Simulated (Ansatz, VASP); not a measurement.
Two plane-wave programs on SiO2

```
CELL_PARAMETERS angstrom
4.23588 0.00000 0.00000
0.00000 3.93937 0.00000
0.00000 0.00000 2.68977
ATOMIC_POSITIONS crystal
Si 0.50000 0.50000 0.50000
Si 0.00000 0.00000 0.00000
O 0.71164 0.67438 0.00000
O 0.21164 0.82562 0.50000
O 0.28836 0.32562 0.00000
O 0.78836 0.17438 0.50000
```

Change from the starting cell: mode 4 frozen in at +0.112 Å, normal strain along y -0.0700.

Alike in both runs: task single point; functional PBE; k mesh 6 × 6 × 8; occupations gaussian, width 0.05 eV; no spin polarisation.

|  | VASP | Ansatz |
| --- | --- | --- |
| version | VASP 6.6.1 | Ansatz 0.2.0 |
| potentials or method | VASP PAW PBE potentials, release 64 (Si, O), cutoff 520 eV | scalar-relativistic, plane waves, PAW |
| valence electrons in the cell | 32 | 32 |

VASP gave:

```
gap on the k mesh at the Fermi level (eV)                     : 5.95
least direct gap on the mesh (eV)                             : 5.95
pressure (GPa)                                                : 22.7
traceless stress, the component that is largest in VASP (GPa) : 20.68
rms of the force components (eV/Å)                            : 0.277
```

Task: Estimate Ansatz's values.

Result: gap on the k mesh at the Fermi level (eV): 5.97; least direct gap on the mesh (eV): 5.97; pressure (GPa): 22.4; traceless stress, the component that is largest in VASP (GPa): 20.92; rms of the force components (eV/Å): 0.273.

Atom by atom the forces differ by 0.005 eV/Å (rms over components).
